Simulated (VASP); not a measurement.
Ga:

```
Ga
1.0
     3.08576    0.00000    0.00000
    -1.54288    2.67234    0.00000
     0.00000    0.00000    9.95217
Ga
4
Direct
  0.00000 0.00000 0.00000
  0.00000 0.00000 0.50000
  0.33333 0.66667 0.75000
  0.66667 0.33333 0.25000
```

This isn't the form of Ga at room conditions, which is orthorhombic.

* Program: VASP 6.6.1
* Task: relaxation of cell and atoms
* Functional: r2SCAN
* Potentials or basis: VASP PAW PBE potentials, release 64 (Ga_d)
* Cutoff: 600 eV
* k mesh: 6 × 6 × 2
* Occupations: gaussian, width 0.1 eV
* Spin: no spin polarisation

At the start: pressure -6.4 GPa; volume 20.52 Å³/atom.

Question: How do energy, volume and symmetry change on relaxing?

Answer: Over 6 steps the energy falls by 71.1 meV/atom and the volume is 17.66 Å³/atom (-13.9 %); space group P6_3/mmc (No. 194, to 0.1 Å) before and after.

Step by step:
```
step  energy change (eV)  largest force (eV/Å)  pressure (GPa)  volume (Å³)
   1              0.0000                0.0000           -6.40        82.07
   2             -0.2654                0.0000           -1.47        72.70
   3             -0.2778                0.0000            0.46        70.42
   4             -0.2779                0.0000            0.33        70.64
   5             -0.2834                0.0000            0.27        70.66
   6             -0.2843                0.0000            0.33        70.66
```

Final structure:
```
Ga
1.0
     2.89925    0.00000    0.00000
    -1.44962    2.51082    0.00000
     0.00000    0.00000    9.70605
Ga
4
Cartesian
  -1.4496 2.5108 0.0000
  -1.4496 2.5108 4.8530
  0.0000 1.6739 7.2795
  1.4496 0.8369 2.4265
```

Caveat: the k points lie up to 0.42 Å⁻¹ apart in the final cell, too coarse for converged energies and pressures of a metal; the PAW data sets were made with another functional, which shifts forces and pressure a little.
